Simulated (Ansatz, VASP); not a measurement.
# One calculation of RbNa2, two programs

```
CELL_PARAMETERS angstrom
4.17361 0.00000 0.00000
0.00000 4.17361 0.00000
0.00000 0.00000 9.84245
ATOMIC_POSITIONS crystal
Rb 0.00000 0.00000 0.00000
Na 0.50000 0.50000 0.32887
Na 0.50000 0.50000 0.67113
```

Change from the starting cell: species swapped into the Ga2Cu type (P4/mmm, No. 123).

Alike in both runs: functional PBE; k mesh 6 × 6 × 4; occupations gaussian, width 0.1 eV; no spin polarisation.

Ansatz relaxed the structure, and its values are those at the end. VASP's run is a single point on that final structure, the one shown.

|  | VASP | Ansatz |
| --- | --- | --- |
| version | VASP 6.6.1 | Ansatz 0.2.0 |
| potentials or method | VASP PAW PBE potentials, release 64 (Rb_sv, Na_pv), cutoff 520 eV | scalar-relativistic, plane waves, PAW |
| valence electrons in the cell | 23 | 27 |

```tsv
	VASP	Ansatz	Ansatz less VASP
gap on the k mesh at the Fermi level (eV)	none	none	-
pressure (GPa)	0.1	0.1	0.00
```

A gap of «none» marks a metal or a gap that the smearing closes. VASP's potentials hold 23 valence electrons a cell and Ansatz's 27, so a difference there can come from the potentials and not from the codes.
